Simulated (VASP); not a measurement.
# Tl (I4/mmm) in VASP: further runs

Tl is run at these levels: PBE; tasks: single point, relaxation of cell and atoms.

All numbers are computed with VASP 6.6.1; they aren't measurements. Logs are shortened: lines on timing, memory, paths and dates and some standing lists are left out, and cuts for length are marked.

## Step 1: The cell of the first run

Symmetry: I4/mmm, No. 139, tetragonal system. Conventional cell: a = 4.227 Å, b = 4.227 Å, c = 3.949 Å, α = 90.00°, β = 90.00°, γ = 90.00°. Within 4.7 Å of Tl (site symmetry 4/mmm) lie 14 Tl at 3.58 to 4.23 Å.

## Step 2: Single point, PBE

The input, INCAR:

```
ALGO = Normal
EDIFF = 1E-7
ENCUT = 520
GGA = PE
ISIF = 2
ISMEAR = 0
LASPH = True
LCHARG = True
LELF = True
LREAL = False
LVHAR = True
LWAVE = False
NBANDS = 12
NELM = 100
PREC = Accurate
SIGMA = 0.1
```

The input, KPOINTS:

```
k-points
0
Gamma
  6 6 6
```

The input, POSCAR:

```
Tl
1.0
   -2.1133298711      2.1133298711      1.9747377322
    2.1133298711     -2.1133298711      1.9747377322
    2.1133298711      2.1133298711     -1.9747377322
Tl
1
Direct
    0.0000000000      0.0000000000      0.0000000000
```

Potentials or basis: VASP PAW PBE potentials, release 64 (Tl_d).

Started as:

```bash
> cat potpaw_PBE.64/Tl_d/POTCAR > POTCAR
> mpirun -np 1 vasp_std > vasp.out
```

OUTCAR:

```text
EDIFF = 1E-7
   ENCUT = 520
   GGA = PE
   ISIF = 2
   ISMEAR = 0
   LASPH = True
   LREAL = False
   NELM = 100
   PREC = Accurate

 ion  position               nearest neighbor table
   1  0.000  0.000  0.000-

  LATTYP: Found a body centered tetragonal cell.
 ALAT       =     4.2266597422
 C/A-ratio  =     0.9344200161

  Lattice vectors:

 A1 = (  -2.1133298711,   2.1133298711,   1.9747377322)
 A2 = (   2.1133298711,  -2.1133298711,   1.9747377322)
 A3 = (   2.1133298711,   2.1133298711,  -1.9747377322)

Analysis of symmetry for initial positions (statically):
=====================================================================
 Subroutine PRICEL returns:
 Original cell was already a primitive cell.

 Routine SETGRP: Setting up the symmetry group for a
 body centered tetragonal supercell.

 Subroutine GETGRP returns: Found 16 space group operations
 (whereof 16 operations were pure point group operations)
 out of a pool of 16 trial point group operations.

The static configuration has the point symmetry D_4h.

Analysis of symmetry for dynamics (positions and initial velocities):
=====================================================================
 Subroutine PRICEL returns:
 Original cell was already a primitive cell.

 Routine SETGRP: Setting up the symmetry group for a
 body centered tetragonal supercell.

 Subroutine GETGRP returns: Found 16 space group operations
 (whereof 16 operations were pure point group operations)
 out of a pool of 16 trial point group operations.

The dynamic configuration has the point symmetry D_4h.

 Subroutine INISYM returns: Found 16 space group operations
 (whereof 16 operations are pure point group operations),
 and found     1 'primitive' translations

----------------------------------------------------------------------------------------

                                     Primitive cell

  volume of cell :      35.2780

  direct lattice vectors                    reciprocal lattice vectors
    -2.113329871  2.113329871  1.974737732     0.000000000  0.236593448  0.253198180
     2.113329871 -2.113329871  1.974737732     0.236593448  0.000000000  0.253198180
     2.113329871  2.113329871 -1.974737732     0.236593448  0.236593448  0.000000000

  length of vectors
     3.582166300  3.582166300  3.582166300     0.346533949  0.346533949  0.334593662

  position of ions in fractional coordinates (direct lattice)
     0.000000000  0.000000000  0.000000000

  ion indices of the primitive-cell ions
   primitive index   ion index
                 1           1

----------------------------------------------------------------------------------------

 KPOINTS: k-points

Automatic generation of k-mesh.
 Grid dimensions read from file:
 generate k-points for:    6    6    6

 Generating k-lattice:

  Cartesian coordinates                     Fractional coordinates (reciprocal lattice)
     0.000000000  0.039432241  0.042199697     0.166666667  0.000000000  0.000000000
     0.039432241  0.000000000  0.042199697     0.000000000  0.166666667  0.000000000
     0.039432241  0.039432241  0.000000000     0.000000000  0.000000000  0.166666667

  Length of vectors
     0.057755658  0.057755658  0.055765610

  Shift w.r.t. Gamma in fractional coordinates (k-lattice)
     0.000000000  0.000000000  0.000000000

 Subroutine IBZKPT returns following result:
 ===========================================

 Found     30 irreducible k-points:

 Following reciprocal coordinates:
            Coordinates               Weight
  0.000000  0.000000  0.000000      1.000000
  0.166667  0.000000  0.000000      8.000000
  0.333333  0.000000 -0.000000      8.000000
  0.500000  0.000000 -0.000000      4.000000
  0.166667  0.166667  0.000000      8.000000
  0.333333  0.166667 -0.000000     16.000000
[... 16 lines left out ...]
 -0.333333 -0.333333  0.166667      8.000000
 -0.166667 -0.333333  0.166667      8.000000
 [... further k-points ...]
   k-points           NKPTS =     30   k-points in BZ     NKDIM =     30   number of bands    NBANDS=     12
   number of dos      NEDOS =    301   number of ions     NIONS =      1
   total plane-waves  NPLWV =  21952
   dimension x,y,z NGX =    28 NGY =   28 NGZ =   28
   dimension x,y,z NGXF=    56 NGYF=   56 NGZF=   56
   ions per type =               1
   NGX,Y,Z   is equivalent  to a cutoff of  12.99, 12.99, 12.99 a.u.
   NGXF,Y,Z  is equivalent  to a cutoff of  25.99, 25.99, 25.99 a.u.
 SYSTEM =  unknown system
   PREC   = accura    normal or accurate (medium, high low for compatibility)
   ISTART =      0    job   : 0-new  1-cont  2-samecut
   ICHARG =      2    charge: 1-file 2-atom 10-const
   ISPIN  =      1    spin polarized calculation?
   LNONCOLLINEAR =      F non collinear calculations
   LSORBIT =      F    spin-orbit coupling
   LASPH  =      T    aspherical Exc in radial PAW
   ENCUT  =  520.0 eV  38.22 Ry    6.18 a.u.   6.66  6.66  6.66*2*pi/ulx,y,z
   NELM   =    100;   NELMIN=  2; NELMDL= -5     # of ELM steps
   EDIFF  = 0.1E-06   stopping-criterion for ELM
   LREAL  =      F    real-space projection
   EDIFFG = 0.1E-05   stopping-criterion for IOM
   NSW    =      0    number of steps for IOM
   IBRION =     -1    ionic relax: 0-MD 1-quasi-New 2-CG
   NFREE  =      0    steps in history (QN), initial steepest desc. (CG)
   ISIF   =      2    stress and relaxation
   ISYM   =      2    0-nonsym 1-usesym 2-fastsym
   POTIM  = 0.5000    time-step for ionic-motion
   TEBEG  =    0.0;   TEEND  =   0.0 temperature during run
   PSTRESS=    0.0 pullay stress
   NELECT =      13.0000    total number of electrons
   NUPDOWN=      -1.0000    fix difference up-down
   EMIN   =  10.00;   EMAX   =-10.00  energy-range for DOS
   EFERMI =   0.00;   METHOD = LEGACY
   ISMEAR =     0;   SIGMA  =   0.10  broadening in eV -4-tet -1-fermi 0-gaus
   EFERMI_NEDOS =   21; number of points for ismear=-14 and -15
   IALGO  =     38    algorithm
   IMIX   =      4    mixing-type and parameters
     AMIX     =   0.40;   BMIX     =  1.00
     AMIX_MAG =   1.60;   BMIX_MAG =  1.00
  volume/ion in A,a.u.               =      35.28       238.07
  Fermi-wavevector in a.u.,A,eV,Ry     =   1.173693  2.217959 18.742786  1.377556
  Thomas-Fermi vector in A             =   2.310102
   LORBIT       =      0    0 simple, 1 ext, 2 COOP (PROOUT), +10 PAW based schemes
   GGA     = PE    functional components
   LHFCALC =     F    Hartree Fock is set to
   AEXX    =    0.0000 exact exchange contribution
   IVDW    =     0    specifies the selected vdW correction
   LEPSILON=     F    determine dielectric tensor
   LRPA    =     F    only Hartree local field effects (RPA)
 non-spin polarized calculation
 Gauss-broadening in eV      SIGMA  =   0.10
  energy-cutoff  :      520.00
  volume of cell :       35.28
 maximum number of plane-waves:       968
 NGX is ok and might be reduce to    28
   NGX = 13   NGY = 13   NGZ = 13

 number of electron      13.0000003 magnetization

 Free energy of the ion-electron system (eV)
  ---------------------------------------------------
  ext. energy  EPLUGINS =         0.00000000
  ---------------------------------------------------
  free energy    TOTEN  =        -2.18447519 eV

  energy without entropy =       -2.17621422  energy(sigma->0) =       -2.18034470

 E-fermi :   4.5273     XC(G=0):  -9.1849

 val. band max:        4.5232017046   @ k =   0.5000   0.5000   0.3333
 cond. band min:       4.5442464443   @ k =   0.3333   0.3333  -0.0000
 fundamental gap:      0.0210447398
 Fermi energy:         4.5272890599

 k-point     1 :       0.0000    0.0000    0.0000
  band No.  band energies     occupation
      1      -6.8963      2.00000
      2      -6.8407      2.00000
      3      -6.8407      2.00000
      4      -6.6387      2.00000
      5      -6.5864      2.00000
      6      -4.1823      2.00000
      7      13.1474      0.00000
      8      13.1474      0.00000
      9      13.6910      0.00000
     10      16.2809      0.00000
     11      16.2809      0.00000
     12      16.6912      0.00000

 k-point     2 :       0.1667    0.0000    0.0000
  band No.  band energies     occupation
      1      -6.8995      2.00000
      2      -6.8301      2.00000
      3      -6.7636      2.00000
      4      -6.6321      2.00000
      5      -6.6077      2.00000
      6      -3.6513      2.00000
      7       9.8951      0.00000
      8      11.8109      0.00000
      9      12.4723      0.00000
     10      14.5836      0.00000
     11      15.4116      0.00000
     12      16.6842      0.00000

 k-point     3 :       0.3333    0.0000   -0.0000
  band No.  band energies     occupation
      1      -6.9518      2.00000
      2      -6.8713      2.00000
      3      -6.6297      2.00000
      4      -6.5959      2.00000
      5      -6.5529      2.00000
      6      -2.0792      2.00000
      7       5.3749      0.00000
      8      10.0491      0.00000
      9      11.1768      0.00000
     10      13.2849      0.00000
     11      14.5662      0.00000
     12      17.8509      0.00000
[... 286 lines left out ...]
 k-point    23 :      -0.3333   -0.3333    0.1667
  band No.  band energies     occupation
      1      -6.8225      2.00000
      2      -6.8197      2.00000
      3      -6.7345      2.00000
      4      -6.6112      2.00000
      5      -6.4960      2.00000
      6       0.1403      2.00000
      7       4.3503      1.98769
      8       5.8585      0.00000
      9       9.8822      0.00000
     10      12.9097      0.00000
     11      15.5356      0.00000
     12      16.8935      0.00000

 k-point    24 :      -0.1667   -0.3333    0.1667
  band No.  band energies     occupation
      1      -6.8436      2.00000
      2      -6.8146      2.00000
      3      -6.7047      2.00000
      4      -6.6219      2.00000
      5      -6.5709      2.00000
      6      -1.4536      2.00000
      7       5.4908      0.00000
      8       8.8141      0.00000
      9       9.4322      0.00000
     10      13.2402      0.00000
     11      15.9736      0.00000
     12      16.3744      0.00000

 [... further k-points ...]

------------------------ aborting loop because EDIFF is reached ----------------------------------------

  FORCE on cell =-STRESS in cart. coord.  units (eV):
  Direction    XX          YY          ZZ          XY          YZ          ZX
  --------------------------------------------------------------------------------------
  -------------------------------------------------------------------------------------
  Total       -0.5085237     -0.5085237     -0.5269894      0.0000000      0.0000000      0.0000000
  in kB      -23.0949899    -23.0949899    -23.9336243      0.0000000      0.0000000      0.0000000
  external PRESSURE =     -23.3745347 kB  Pullay stress =       0.0000000 kB

 VOLUME and BASIS-vectors are now :
 -----------------------------------------------------------------------------
  energy-cutoff  :      520.00
  volume of cell :       35.28
      direct lattice vectors                 reciprocal lattice vectors
    -2.113329871  2.113329871  1.974737732     0.000000000  0.236593448  0.253198180
     2.113329871 -2.113329871  1.974737732     0.236593448  0.000000000  0.253198180
     2.113329871  2.113329871 -1.974737732     0.236593448  0.236593448  0.000000000

 POSITION                                       TOTAL-FORCE (eV/Angst)
 -----------------------------------------------------------------------------------
      0.00000      0.00000      0.00000        -0.000000      0.000000      0.000000
 -----------------------------------------------------------------------------------
    total drift:                               -0.000000     -0.000000     -0.000000

  FREE ENERGIE OF THE ION-ELECTRON SYSTEM (eV)
  ---------------------------------------------------
  free  energy   TOTEN  =        -2.1844751893 eV

  energy  without entropy=       -2.1762142194  energy(sigma->0) =       -2.18034470
```

Run time: 10 s. Hardware: 1 thread of Intel Xeon Platinum 8259CL at 2.50GHz (Skylake/Cascade Lake), shared host; peak memory 0.15 GiB.

Results:

- Free energy: -2.1845 eV
- Pressure: -2.3 GPa
- Band gap on the k mesh: zero (an odd number of electrons rules out a gap without spin polarisation)

Levels at points of the mesh, in eV from the Fermi level:
```csv
k point,band 3,band 4,band 5,band 6,band 7,band 8,band 9,band 10
"(0.00, 0.00, 0.00)",-11.37,-11.17,-11.11,-8.71,8.62,8.62,9.16,11.75
"(0.50, 0.00, 0.00)",-11.16,-11.10,-10.97,-4.95,-1.85,4.83,6.15,8.36
"(0.50, 0.50, 0.00)",-11.19,-11.15,-10.98,-5.27,-2.02,5.58,7.16,9.32
"(0.50, 0.50, 0.50)",-11.01,-11.01,-11.00,-2.67,1.16,1.16,2.28,5.64
```

Caveat: the k points lie up to 0.36 Å⁻¹ apart, too coarse for converged energies and pressures of a metal; spin-orbit coupling is left out, which moves the levels of the heavy elements.

## Step 3: Relaxation of cell and atoms, PBE

The input, INCAR:

```
PREC = Accurate ; ENCUT = 600
EDIFF = 1E-7 ; ISMEAR = 0
SIGMA = 0.1 ; LREAL = False
LASPH = True ; NELM = 80
ALGO = Normal ; ISIF = 3
LWAVE = False ; LCHARG = False
GGA = PE ; IBRION = 2
NSW = 80 ; EDIFFG = -0.01
```

The input, KPOINTS:

```
Automatic mesh
0
Gamma
  14 14 14
```

POSCAR is that of step 2.

Potentials or basis: VASP PAW PBE potentials, release 64 (Tl_d).

Started as:

```bash
> cat potpaw_PBE.64/Tl_d/POTCAR > POTCAR
> mpirun -np 1 vasp_std > vasp.out
```

Wall time 9.3 min (1 thread of Intel Xeon Platinum 8488C (Sapphire Rapids), shared host); peak memory 0.27 GiB.

It converged, with:

| Quantity | Value |
| --- | --- |
| Free energy | -2.2238 eV |
| Relaxed volume | 31.34 Å³/atom |
| Relaxed cell | a = 3.440 Å, b = 3.440 Å, c = 3.440 Å, α = 109.47°, β = 109.47°, γ = 109.48° |
| Space group after relaxing (to 0.1 Å) | Im-3m (No. 229) |
| Energy gained by relaxing | 34.0 meV/atom |
| Ionic steps | 12 |
| Pressure after relaxing | 0.0 GPa |
| Band gap on the k mesh | zero (an odd number of electrons rules out a gap without spin polarisation) |

Step by step:
| step | energy change (eV) | largest force (eV/Å) | pressure (GPa) | volume (Å³) |
| --- | --- | --- | --- | --- |
| 1 | 0.0000 | 0.0000 | -2.30 | 35.28 |
| 2 | -0.0276 | 0.0000 | -1.04 | 32.75 |
| 3 | -0.0326 | 0.0000 | -0.06 | 31.42 |
| 4 | -0.0326 | 0.0000 | 0.03 | 31.31 |
| 5 | -0.0331 | 0.0000 | 0.03 | 31.30 |
| 6 | -0.0336 | 0.0000 | 0.04 | 31.29 |
| 7 | -0.0338 | 0.0000 | 0.05 | 31.28 |
| 8 | -0.0340 | 0.0000 | 0.08 | 31.25 |
| 9 | -0.0338 | 0.0000 | 0.13 | 31.18 |
| 10 | -0.0340 | 0.0000 | 0.10 | 31.23 |
| 11 | -0.0340 | 0.0000 | -0.12 | 31.49 |
| 12 | -0.0340 | 0.0000 | 0.00 | 31.34 |

Final structure:
```cif
data_structure
_symmetry_space_group_name_H-M 'P 1'
_symmetry_Int_Tables_number 1
_cell_length_a 3.4403
_cell_length_b 3.4403
_cell_length_c 3.4403
_cell_angle_alpha 109.468
_cell_angle_beta 109.468
_cell_angle_gamma 109.478
_cell_volume 31.34
loop_
_atom_site_label
_atom_site_type_symbol
_atom_site_fract_x
_atom_site_fract_y
_atom_site_fract_z
_atom_site_occupancy
Tl1 Tl 0.00000 0.00000 0.00000 1
```

Levels at points of the mesh, in eV from the Fermi level:
```
           k point  band 4  band 5  band 6  band 7  band 8  band 9
(0.00, 0.00, 0.00)  -11.29  -11.29   -9.52    9.82    9.82    9.82
(0.50, 0.00, 0.00)  -11.29  -11.06   -5.14   -2.45    5.38    6.78
(0.50, 0.50, 0.00)  -11.29  -11.06   -5.14   -2.45    5.38    6.78
(0.50, 0.50, 0.50)  -11.12  -11.12   -2.16    1.37    1.37    1.38
```

Caveat: spin-orbit coupling is left out, which moves the levels of the heavy elements.
